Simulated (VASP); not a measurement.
# Cu (I4/mmm) in VASP: a series of runs

Cu is run at these levels: PBE; tasks: single point.

All numbers are computed with VASP 6.6.1; they aren't measurements. Logs are shortened: lines on timing, memory, paths and dates and some standing lists are left out, and cuts for length are marked.

## (1) The cell of the first run

It takes space group I4/mmm (No. 139, tetragonal). The conventional cell has a = 2.848 Å, b = 2.848 Å, c = 2.718 Å, α = 90.00°, β = 90.00°, γ = 90.00°. Cu (site symmetry 4/mmm) has 14 Cu at 2.43 to 2.85 Å within 3.2 Å.

## (2) Single point, PBE

File INCAR:

```
ALGO = Fast
EDIFF = 1E-6
ENCUT = 520
GGA = PE
ISIF = 2
ISMEAR = 0
LASPH = T
LCHARG = F
LREAL = F
LWAVE = F
NBANDS = 12
NELM = 100
PREC = Accurate
SIGMA = 0.15
```

File KPOINTS:

```
k-points
0
Gamma
  22 22 22
```

File POSCAR:

```
Cu
1.0
   -1.4241500000      1.4241500000      1.3589500000
    1.4241500000     -1.4241500000      1.3589500000
    1.4241500000      1.4241500000     -1.3589500000
Cu
1
Direct
    0.0000000000      0.0000000000      0.0000000000
```

Potentials or basis: VASP PAW PBE potentials, release 64 (Cu).

Command:

```sh
$ cat potpaw_PBE.64/Cu/POTCAR > POTCAR
$ mpirun -np 1 vasp_std > vasp.out
```

OUTCAR:

```text
EDIFF = 1E-6
   ENCUT = 520
   GGA = PE
   ISIF = 2
   ISMEAR = 0
   LASPH = T
   LREAL = F
   NELM = 100
   PREC = Accurate

 ion  position               nearest neighbor table
   1  0.000  0.000  0.000-

  LATTYP: Found a body centered tetragonal cell.
 ALAT       =     2.8483000000
 C/A-ratio  =     0.9542183057

  Lattice vectors:

 A1 = (  -1.4241500000,   1.4241500000,   1.3589500000)
 A2 = (   1.4241500000,  -1.4241500000,   1.3589500000)
 A3 = (   1.4241500000,   1.4241500000,  -1.3589500000)

Analysis of symmetry for initial positions (statically):
=====================================================================
 Subroutine PRICEL returns:
 Original cell was already a primitive cell.

 Routine SETGRP: Setting up the symmetry group for a
 body centered tetragonal supercell.

 Subroutine GETGRP returns: Found 16 space group operations
 (whereof 16 operations were pure point group operations)
 out of a pool of 16 trial point group operations.

The static configuration has the point symmetry D_4h.

Analysis of symmetry for dynamics (positions and initial velocities):
=====================================================================
 Subroutine PRICEL returns:
 Original cell was already a primitive cell.

 Routine SETGRP: Setting up the symmetry group for a
 body centered tetragonal supercell.

 Subroutine GETGRP returns: Found 16 space group operations
 (whereof 16 operations were pure point group operations)
 out of a pool of 16 trial point group operations.

The dynamic configuration has the point symmetry D_4h.

 Subroutine INISYM returns: Found 16 space group operations
 (whereof 16 operations are pure point group operations),
 and found     1 'primitive' translations

----------------------------------------------------------------------------------------

                                     Primitive cell

  volume of cell :      11.0249

  direct lattice vectors                    reciprocal lattice vectors
    -1.424150000  1.424150000  1.358950000     0.000000000  0.351086613  0.367931123
     1.424150000 -1.424150000  1.358950000     0.351086613  0.000000000  0.367931123
     1.424150000  1.424150000 -1.358950000     0.351086613  0.351086613  0.000000000

  length of vectors
     2.429640209  2.429640209  2.429640209     0.508561817  0.508561817  0.496511450

  position of ions in fractional coordinates (direct lattice)
     0.000000000  0.000000000  0.000000000

  ion indices of the primitive-cell ions
   primitive index   ion index
                 1           1

----------------------------------------------------------------------------------------

 KPOINTS: k-points

Automatic generation of k-mesh.
 Grid dimensions read from file:
 generate k-points for:   22   22   22

 Generating k-lattice:

  Cartesian coordinates                     Fractional coordinates (reciprocal lattice)
     0.000000000  0.015958482  0.016724142     0.045454545  0.000000000  0.000000000
     0.015958482  0.000000000  0.016724142     0.000000000  0.045454545  0.000000000
     0.015958482  0.015958482  0.000000000     0.000000000  0.000000000  0.045454545

  Length of vectors
     0.023116446  0.023116446  0.022568702

  Shift w.r.t. Gamma in fractional coordinates (k-lattice)
     0.000000000  0.000000000  0.000000000

 Subroutine IBZKPT returns following result:
 ===========================================

 Found    834 irreducible k-points:

 Following reciprocal coordinates:
            Coordinates               Weight
  0.000000  0.000000  0.000000      1.000000
  0.045455  0.000000  0.000000      8.000000
  0.090909  0.000000  0.000000      8.000000
  0.136364 -0.000000  0.000000      8.000000
  0.181818  0.000000 -0.000000      8.000000
  0.227273  0.000000  0.000000      8.000000
[... 16 lines left out ...]
  0.500000  0.045455  0.000000     16.000000
 -0.454545  0.045455 -0.000000     16.000000
 [... further k-points ...]
   k-points           NKPTS =    834   k-points in BZ     NKDIM =    834   number of bands    NBANDS=     12
   number of dos      NEDOS =    301   number of ions     NIONS =      1
   total plane-waves  NPLWV =   5832
   dimension x,y,z NGX =    18 NGY =   18 NGZ =   18
   dimension x,y,z NGXF=    36 NGYF=   36 NGZF=   36
   ions per type =               1
   NGX,Y,Z   is equivalent  to a cutoff of  12.32, 12.32, 12.32 a.u.
   NGXF,Y,Z  is equivalent  to a cutoff of  24.63, 24.63, 24.63 a.u.
 SYSTEM =  unknown system
   PREC   = accura    normal or accurate (medium, high low for compatibility)
   ISTART =      0    job   : 0-new  1-cont  2-samecut
   ICHARG =      2    charge: 1-file 2-atom 10-const
   ISPIN  =      1    spin polarized calculation?
   LNONCOLLINEAR =      F non collinear calculations
   LSORBIT =      F    spin-orbit coupling
   LASPH  =      T    aspherical Exc in radial PAW
   ENCUT  =  520.0 eV  38.22 Ry    6.18 a.u.   4.52  4.52  4.52*2*pi/ulx,y,z
   NELM   =    100;   NELMIN=  2; NELMDL= -5     # of ELM steps
   EDIFF  = 0.1E-05   stopping-criterion for ELM
   LREAL  =      F    real-space projection
   EDIFFG = 0.1E-04   stopping-criterion for IOM
   NSW    =      0    number of steps for IOM
   IBRION =     -1    ionic relax: 0-MD 1-quasi-New 2-CG
   NFREE  =      0    steps in history (QN), initial steepest desc. (CG)
   ISIF   =      2    stress and relaxation
   ISYM   =      2    0-nonsym 1-usesym 2-fastsym
   POTIM  = 0.5000    time-step for ionic-motion
   TEBEG  =    0.0;   TEEND  =   0.0 temperature during run
   PSTRESS=    0.0 pullay stress
   NELECT =      11.0000    total number of electrons
   NUPDOWN=      -1.0000    fix difference up-down
   EMIN   =  10.00;   EMAX   =-10.00  energy-range for DOS
   EFERMI =   0.00;   METHOD = LEGACY
   ISMEAR =     0;   SIGMA  =   0.15  broadening in eV -4-tet -1-fermi 0-gaus
   EFERMI_NEDOS =   21; number of points for ismear=-14 and -15
   IALGO  =     68    algorithm
   IMIX   =      4    mixing-type and parameters
     AMIX     =   0.40;   BMIX     =  1.00
     AMIX_MAG =   1.60;   BMIX_MAG =  1.00
  volume/ion in A,a.u.               =      11.02        74.40
  Fermi-wavevector in a.u.,A,eV,Ry     =   1.635865  3.091336 36.409921  2.676054
  Thomas-Fermi vector in A             =   2.727267
   LORBIT       =      0    0 simple, 1 ext, 2 COOP (PROOUT), +10 PAW based schemes
   GGA     = PE    functional components
   LHFCALC =     F    Hartree Fock is set to
   AEXX    =    0.0000 exact exchange contribution
   IVDW    =     0    specifies the selected vdW correction
   LEPSILON=     F    determine dielectric tensor
   LRPA    =     F    only Hartree local field effects (RPA)
 non-spin polarized calculation
 RMM-DIIS sequential band-by-band and
 Gauss-broadening in eV      SIGMA  =   0.15
  energy-cutoff  :      520.00
  volume of cell :       11.02
 maximum number of plane-waves:       313
   NGX =  9   NGY =  9   NGZ =  9

 number of electron      11.0000007 magnetization

 Free energy of the ion-electron system (eV)
  ---------------------------------------------------
  ext. energy  EPLUGINS =         0.00000000
  ---------------------------------------------------
  free energy    TOTEN  =        -3.64806300 eV

  energy without entropy =       -3.64373881  energy(sigma->0) =       -3.64590090

 E-fermi :   8.4873     XC(G=0): -13.1321

 val. band max:        8.4861852289   @ k =  -0.0909  -0.4545   0.0909
 cond. band min:       8.4875559226   @ k =  -0.2273   0.4091   0.1818
 fundamental gap:      0.0013706937
 Fermi energy:         8.4872992766

 k-point     1 :       0.0000    0.0000    0.0000
  band No.  band energies     occupation
      1      -1.4123      2.00000
      2       5.0083      2.00000
      3       5.2123      2.00000
      4       5.2123      2.00000
      5       6.1353      2.00000
      6       6.3526      2.00000
      7      33.7290      0.00000
      8      33.7290      0.00000
      9      34.9739      0.00000
     10      38.0380      0.00000
     11      38.3195      0.00000
     12      38.3814      0.00000

 k-point     2 :       0.0455    0.0000    0.0000
  band No.  band energies     occupation
      1      -1.3270      2.00000
      2       5.0156      2.00000
      3       5.2102      2.00000
      4       5.2214      2.00000
      5       6.1353      2.00000
      6       6.3392      2.00000
      7      33.2373      0.00000
      8      33.5217      0.00000
      9      34.3422      0.00000
     10      36.9940      0.00000
     11      37.2177      0.00000
     12      37.5990      0.00000

 k-point     3 :       0.0909    0.0000    0.0000
  band No.  band energies     occupation
      1      -1.0731      2.00000
      2       5.0049      2.00000
      3       5.2008      2.00000
      4       5.2809      2.00000
      5       6.1348      2.00000
      6       6.3063      2.00000
      7      31.5698      0.00000
      8      33.0172      0.00000
      9      33.1475      0.00000
     10      35.4173      0.00000
     11      36.2949      0.00000
     12      37.1929      0.00000
[... 286 lines left out ...]
 k-point    23 :       0.5000    0.0455    0.0000
  band No.  band energies     occupation
      1       3.0714      2.00000
      2       4.2802      2.00000
      3       6.2198      2.00000
      4       6.3687      2.00000
      5       6.8716      2.00000
      6       8.0525      1.99996
      7      13.5896      0.00000
      8      25.4088      0.00000
      9      26.3445      0.00000
     10      30.8952      0.00000
     11      34.1380      0.00000
     12      43.2407      0.00000

 k-point    24 :      -0.4545    0.0455   -0.0000
  band No.  band energies     occupation
      1       3.0082      2.00000
      2       4.3129      2.00000
      3       6.2315      2.00000
      4       6.2543      2.00000
      5       6.6931      2.00000
      6       7.4740      2.00000
      7      14.7292      0.00000
      8      25.5671      0.00000
      9      26.6070      0.00000
     10      30.9915      0.00000
     11      34.2030      0.00000
     12      43.4938      0.00000

 [... further k-points ...]
[... 5 lines left out ...]
  --------------------------------------------------------------------------------------
  -------------------------------------------------------------------------------------
  Total        1.0847021      1.0847021      1.0795318      0.0000000     -0.0000000      0.0000000
  in kB      157.6326359    157.6326359    156.8812711      0.0000000     -0.0000000      0.0000000
  external PRESSURE =     157.3821809 kB  Pullay stress =       0.0000000 kB

 VOLUME and BASIS-vectors are now :
 -----------------------------------------------------------------------------
  energy-cutoff  :      520.00
  volume of cell :       11.02
      direct lattice vectors                 reciprocal lattice vectors
    -1.424150000  1.424150000  1.358950000     0.000000000  0.351086613  0.367931123
     1.424150000 -1.424150000  1.358950000     0.351086613  0.000000000  0.367931123
     1.424150000  1.424150000 -1.358950000     0.351086613  0.351086613  0.000000000

 POSITION                                       TOTAL-FORCE (eV/Angst)
 -----------------------------------------------------------------------------------
      0.00000      0.00000      0.00000         0.000000      0.000000     -0.000000
 -----------------------------------------------------------------------------------
    total drift:                                0.000000      0.000000      0.000000

  FREE ENERGIE OF THE ION-ELECTRON SYSTEM (eV)
  ---------------------------------------------------
  free  energy   TOTEN  =        -3.6480629975 eV

  energy  without entropy=       -3.6437388069  energy(sigma->0) =       -3.64590090
```

Wall time 42 s (1 thread of Intel Xeon 6975P-C (Granite Rapids), shared host); peak memory 0.21 GiB.

What came out:

```
Free energy : -3.6481 eV
Pressure    : 15.7 GPa
```

## (3) Single point, PBE

This run uses another cell than the first one, of 11.19 Å³/atom, 1.015 times its volume.

File INCAR:

```
PREC = Accurate ; ENCUT = 520
EDIFF = 1E-6 ; ISMEAR = 0
SIGMA = 0.15 ; LREAL = F
LASPH = T ; NELM = 80
ALGO = Normal ; ISIF = 2
LWAVE = F ; LCHARG = T
GGA = PE ; LELF = T
LVHAR = T ; NBANDS = 12
```

File KPOINTS:

```
regular mesh
0
Gamma
  22 22 22
```

File POSCAR:

```
Cu
1.0
   -1.3996000000      1.3996000000      1.4280500000
    1.3996000000     -1.3996000000      1.4280500000
    1.3996000000      1.3996000000     -1.4280500000
Cu
1
Direct
    0.0000000000      0.0000000000      0.0000000000
```

Potentials or basis: VASP PAW PBE potentials, release 64 (Cu).

Command:

```sh
$ cat potpaw_PBE.64/Cu/POTCAR > POTCAR
$ mpirun -np 1 vasp_std > vasp.out
```

Wall time 34 s (1 thread of Intel Xeon 6975P-C (Granite Rapids), shared host); peak memory 0.21 GiB.

The run converged. Its results:

```yaml
Free_energy: -3.6619 eV
Pressure: 12.2 GPa
```

Stress tensor (GPa, compression positive):
```
12.03  0.00  0.00
 0.00 12.03  0.00
 0.00  0.00 12.39
```

Levels at points of the mesh, in eV from the Fermi level:
| k point | band 3 | band 4 | band 5 | band 6 | band 7 | band 8 | band 9 | band 10 |
| --- | --- | --- | --- | --- | --- | --- | --- | --- |
| (0.00, 0.00, 0.00) | -3.32 | -3.24 | -2.24 | -2.16 | 25.28 | 25.71 | 25.71 | 29.39 |
| (0.50, 0.00, 0.00) | -2.28 | -2.08 | -1.41 | -0.79 | 4.57 | 18.11 | 18.44 | 22.19 |
| (0.50, 0.50, 0.00) | -2.18 | -2.05 | -1.40 | -0.63 | 4.79 | 17.59 | 17.83 | 21.70 |
| (0.50, 0.50, 0.50) | -1.60 | -1.58 | -1.58 | 7.92 | 8.70 | 8.70 | 13.75 | 14.21 |

## (4) Single point, PBE

This run uses another cell than the first one, of 11.21 Å³/atom, 1.017 times its volume.

File INCAR:

```
SYSTEM = Cu
PREC = Accurate ; ENCUT = 520
EDIFF = 1E-7 ; ISMEAR = 0
SIGMA = 0.15 ; LREAL = .FALSE.
LASPH = .TRUE. ; NELM = 60
ALGO = Normal ; ISIF = 2
LWAVE = .FALSE. ; LCHARG = .FALSE.
GGA = PE ; NBANDS = 12
```

File KPOINTS:

```
Automatic mesh
0
G
  22 22 22
  0 0 0
```

File POSCAR:

```
Cu
1.0
   -1.4241500000      1.4241500000      1.3819816190
    1.4241500000     -1.4241500000      1.3819816190
    1.4241500000      1.4241500000     -1.3819816190
Cu
1
Direct
    0.0000000000      0.0000000000      0.0000000000
```

Command:

```sh
$ cat potpaw_PBE.64/Cu/POTCAR > POTCAR
$ mpirun -np 1 vasp_std > vasp.out
```

It took 33 s on 1 thread of Intel Xeon 6975P-C (Granite Rapids), shared host; peak memory 0.21 GiB.

It converged, with:

- Free energy: -3.6637 eV
- Pressure: 11.8 GPa

Stress tensor (GPa, compression positive):
```
11.90  0.00  0.00
 0.00 11.90  0.00
 0.00  0.00 11.56
```

Levels at points of the mesh, in eV from the Fermi level:
```
           k point  band 3  band 4  band 5  band 6  band 7  band 8  band 9  band 10
(0.00, 0.00, 0.00)   -3.24   -3.24   -2.27   -2.13   25.28   25.28   26.03    29.46
(0.50, 0.00, 0.00)   -2.22   -2.04   -1.40   -0.65    4.74   17.66   17.91    21.76
(0.50, 0.50, 0.00)   -2.33   -2.11   -1.42   -0.89    4.41   18.45   18.83    22.50
(0.50, 0.50, 0.50)   -1.60   -1.60   -1.57    8.04    8.04    9.22   13.68    14.18
```

## (5) Overview

```csv
cell,gap on the mesh (eV),pressure (GPa)
"a = 2.430 Å, angles 108.2, 108.2, 112.0°, 1 atom",none,15.7
"a = 2.441 Å, angles 110.0, 110.0, 108.4°, 1 atom",none,12.2
"a = 2.443 Å, angles 108.7, 108.7, 111.1°, 1 atom",none,11.8
```

Alike in all rows: task single point; level PBE; potentials or basis VASP PAW PBE potentials, release 64 (Cu); no spin polarisation; k mesh 22 × 22 × 22; cutoff (eV) 520; smearing gaussian 0.15 eV.

Absolute energies hang on the potentials; compare differences alone.
